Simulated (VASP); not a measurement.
# Ir4O in VASP: single point with PBE

Aim: the single point of Ir4O with PBE.

Program: VASP 6.6.1. These are calculated values, not measurements. Logs are shortened: lines on timing, memory, paths and dates and some standing lists are left out, and cuts for length are marked.

### Step 1. The cell of the first run

The cell holds a slab with vacuum, 5 atoms: a = 2.737 Å, b = 3.870 Å, c = 19.460 Å, α = 90.00°, β = 90.00°, γ = 90.00°.

### Step 2. Single point, PBE

INCAR

```
SYSTEM = Ir4O
ALGO = Normal
DIPOL = 0.5 0.5 0.347
EDIFF = 1E-6
ENCUT = 520
GGA = PE
GGA_COMPAT = .False.
IDIPOL = 3
ISIF = 2
ISMEAR = 0
LASPH = .True.
LCHARG = .True.
LDIPOL = .True.
LELF = .True.
LREAL = .False.
LVACPOTAV = .True.
LVHAR = .True.
LWAVE = .False.
NBANDS = 45
NELM = 120
NELMDL = -8
PREC = Accurate
SIGMA = 0.1
```

KPOINTS

```
k-points
0
Gamma
  10 7 1
  0 0 0
```

POSCAR

```
Ir4O
1.0
    2.7367600872      0.0000000000      0.0000000000
    0.0000000000      3.8703632323      0.0000000000
    0.0000000000      0.0000000000     19.4599433740
Ir O
4 1
Direct
    0.5000000000      0.5000000000      0.2055504440
    0.0000000000      0.0000000000      0.2758682253
    0.5000000000      0.5000000000      0.3454282602
    0.0000000000      0.0000000000      0.4090424736
    0.0000000000      0.0000000000      0.4981611838
```

Potentials or basis: VASP PAW PBE potentials, release 64 (Ir_sv_GW, O).

Run with:

```
> cat potpaw_PBE.64/Ir_sv_GW/POTCAR potpaw_PBE.64/O/POTCAR > POTCAR
> mpirun -np 1 vasp_std > vasp.out
```

OUTCAR:

```text
SYSTEM = Ir4O
   EDIFF = 1E-6
   ENCUT = 520
   GGA = PE
   ISIF = 2
   ISMEAR = 0
   LASPH = .True.
   LREAL = .False.
   NELM = 120
   NELMDL = -8
   PREC = Accurate

 ion  position               nearest neighbor table
   1  0.500  0.500  0.206-   3 2.72   2 2.74   2 2.74   2 2.74   2 2.74
   2  0.000  0.000  0.276-   4 2.59   3 2.73   3 2.73   3 2.73   3 2.73   1 2.74   1 2.74   1 2.74
                             1 2.74
   3  0.500  0.500  0.345-   4 2.67   4 2.67   4 2.67   4 2.67   1 2.72   2 2.73   2 2.73   2 2.73
                             2 2.73
   4  0.000  0.000  0.409-   5 1.73   2 2.59   3 2.67   3 2.67   3 2.67   3 2.67
   5  0.000  0.000  0.498-   4 1.73

  LATTYP: Found a simple orthorhombic cell.
 ALAT       =     2.7367600872
 B/A-ratio  =     1.4142135624
 C/A-ratio  =     7.1105770159

  Lattice vectors:

 A1 = (   2.7367600872,   0.0000000000,   0.0000000000)
 A2 = (   0.0000000000,   3.8703632323,   0.0000000000)
 A3 = (   0.0000000000,   0.0000000000,  19.4599433740)

Analysis of symmetry for initial positions (statically):
=====================================================================
 Subroutine PRICEL returns:
 Original cell was already a primitive cell.

 Routine SETGRP: Setting up the symmetry group for a
 simple orthorhombic supercell.

 Subroutine GETGRP returns: Found  4 space group operations
 (whereof  4 operations were pure point group operations)
 out of a pool of  8 trial point group operations.

The static configuration has the point symmetry C_2v.

Analysis of symmetry for dynamics (positions and initial velocities):
=====================================================================
 Subroutine PRICEL returns:
 Original cell was already a primitive cell.

 Routine SETGRP: Setting up the symmetry group for a
 simple orthorhombic supercell.

 Subroutine GETGRP returns: Found  4 space group operations
 (whereof  4 operations were pure point group operations)
 out of a pool of  8 trial point group operations.

The dynamic configuration has the point symmetry C_2v.

 Subroutine INISYM returns: Found  4 space group operations
 (whereof  4 operations are pure point group operations),
 and found     1 'primitive' translations

----------------------------------------------------------------------------------------

                                     Primitive cell
[... 99 lines left out ...]
   NSW    =      0    number of steps for IOM
   IBRION =     -1    ionic relax: 0-MD 1-quasi-New 2-CG
   NFREE  =      0    steps in history (QN), initial steepest desc. (CG)
   ISIF   =      2    stress and relaxation
   ISYM   =      2    0-nonsym 1-usesym 2-fastsym
   POTIM  = 0.5000    time-step for ionic-motion
   TEBEG  =    0.0;   TEEND  =   0.0 temperature during run
   PSTRESS=    0.0 pullay stress
   NELECT =      74.0000    total number of electrons
   NUPDOWN=      -1.0000    fix difference up-down
   EMIN   =  10.00;   EMAX   =-10.00  energy-range for DOS
   EFERMI =   0.00;   METHOD = LEGACY
   ISMEAR =     0;   SIGMA  =   0.10  broadening in eV -4-tet -1-fermi 0-gaus
   EFERMI_NEDOS =   21; number of points for ismear=-14 and -15
   IALGO  =     38    algorithm
   IMIX   =      4    mixing-type and parameters
     AMIX     =   0.40;   BMIX     =  1.00
     AMIX_MAG =   1.60;   BMIX_MAG =  1.00
  volume/ion in A,a.u.               =      41.22       278.20
  Fermi-wavevector in a.u.,A,eV,Ry     =   1.163524  2.198742 18.419410  1.353788
  Thomas-Fermi vector in A             =   2.300073
   LORBIT       =      0    0 simple, 1 ext, 2 COOP (PROOUT), +10 PAW based schemes
   GGA     = PE    functional components
   LHFCALC =     F    Hartree Fock is set to
   AEXX    =    0.0000 exact exchange contribution
   IVDW    =     0    specifies the selected vdW correction
   LEPSILON=     F    determine dielectric tensor
   LRPA    =     F    only Hartree local field effects (RPA)
 non-spin polarized calculation
 Gauss-broadening in eV      SIGMA  =   0.10
  energy-cutoff  :      520.00
  volume of cell :      206.12
 maximum number of plane-waves:      5602
   NGX = 11   NGY = 15   NGZ = 73

 dipolmoment           0.000000      0.000000     -1.468465 electrons x Angstroem

 number of electron      74.0000001 magnetization

 dipolmoment           0.000000      0.000000      0.135660 electrons x Angstroem

 Free energy of the ion-electron system (eV)
  ---------------------------------------------------
  ext. energy  EPLUGINS =         0.00000000
  ---------------------------------------------------
  free energy    TOTEN  =       -40.16163861 eV

  energy without entropy =      -40.12412172  energy(sigma->0) =      -40.14288017

 E-fermi :  -0.5741     XC(G=0):  -5.5787

 val. band max:       -0.6054731702   @ k =   0.1000   0.2857   0.0000
 cond. band min:      -0.5672064829   @ k =   0.1000   0.1429   0.0000
 fundamental gap:      0.0382666873
 Fermi energy:        -0.5740704121

 k-point     1 :       0.0000    0.0000    0.0000
  band No.  band energies     occupation
      1     -94.1384      2.00000
      2     -93.4271      2.00000
      3     -93.2484      2.00000
      4     -92.4423      2.00000
      5     -51.5756      2.00000
      6     -50.8000      2.00000
[... 1141 lines left out ...]
     44       5.6006      0.00000
     45       6.1529      0.00000

------------------------ aborting loop because EDIFF is reached ----------------------------------------

  FORCE on cell =-STRESS in cart. coord.  units (eV):
  Direction    XX          YY          ZZ          XY          YZ          ZX
  --------------------------------------------------------------------------------------
  -------------------------------------------------------------------------------------
  Total       -5.0427674     -4.6722623      1.4770149      0.0000000      0.0000000      0.0000000
  in kB      -39.1966993    -36.3168167     11.4806226      0.0000000      0.0000000      0.0000000
  external PRESSURE =     -21.3442978 kB  Pullay stress =       0.0000000 kB

 VOLUME and BASIS-vectors are now :
 -----------------------------------------------------------------------------
  energy-cutoff  :      520.00
  volume of cell :      206.12
      direct lattice vectors                 reciprocal lattice vectors
     2.736760087  0.000000000  0.000000000     0.365395566  0.000000000  0.000000000
     0.000000000  3.870363232  0.000000000     0.000000000  0.258373682  0.000000000
     0.000000000  0.000000000 19.459943374     0.000000000  0.000000000  0.051387611

 POSITION                                       TOTAL-FORCE (eV/Angst)
 -----------------------------------------------------------------------------------
      1.36838      1.93518      4.00000         0.000000      0.000000      0.925249
      0.00000      0.00000      5.36838         0.000000      0.000000     -2.184909
      1.36838      1.93518      6.72201         0.000000      0.000000     -0.036770
      0.00000      0.00000      7.95994         0.000000      0.000000      1.053730
      0.00000      0.00000      9.69419         0.000000      0.000000      0.242700
 -----------------------------------------------------------------------------------
    total drift:                               -0.000000      0.000000     -0.002530

  FREE ENERGIE OF THE ION-ELECTRON SYSTEM (eV)
  ---------------------------------------------------
  free  energy   TOTEN  =       -40.1616386109 eV

  energy  without entropy=      -40.1241217219  energy(sigma->0) =      -40.14288017

 vacuum level on the upper side and lower side of the slab         6.706         4.407
```

stdout:

```text
POSCAR found type information on POSCAR IrO
 POSCAR found :  2 types and       5 ions
 scaLAPACK will be used
 LDA part: xc-table for (Slater+PW92), standard interpolation
 POSCAR, INCAR and KPOINTS ok, starting setup
 FFT: planning ... GRIDC
 FFT: planning ... GRID_SOFT
 FFT: planning ... GRID
 WAVECAR not read
 entering main loop
 -----------------------------------------------------------------------------
|                                                                             |
|           W    W    AA    RRRRR   N    N  II  N    N   GGGG   !!!           |
|           W    W   A  A   R    R  NN   N  II  NN   N  G    G  !!!           |
|           W    W  A    A  R    R  N N  N  II  N N  N  G       !!!           |
|           W WW W  AAAAAA  RRRRR   N  N N  II  N  N N  G  GGG   !            |
|           WW  WW  A    A  R   R   N   NN  II  N   NN  G    G                |
|           W    W  A    A  R    R  N    N  II  N    N   GGGG   !!!           |
|                                                                             |
|     Did not find any points to average over, which means that no vacuum     |
|     field-free region was found. Please increase the size of  your cell     |
|     in the dimension of the dipole correction to obtain accurate            |
|     workfunction values.                                                    |
|                                                                             |
 -----------------------------------------------------------------------------
```

It took 8.8 min on 1 thread of Intel Xeon Platinum 8375C at 2.90GHz (Ice Lake), shared host; peak memory 0.4 GiB.

Results:

```
Free energy            : -40.1616 eV
Largest force          : 2.185 eV/Å
Band gap on the k mesh : zero (bands 37 and 38 overlap by 1.04 eV)
```

Forces in eV/Å, atoms in the order of the input:
```
Ir   0.000  0.000  0.925
Ir   0.000  0.000 -2.185
Ir   0.000  0.000 -0.037
Ir   0.000  0.000  1.054
O    0.000  0.000  0.243
```

Caveat: spin-orbit coupling is left out, which moves the levels of the heavy elements.

The gap in the log of VASP goes by the Fermi energy; the results here count the filled bands.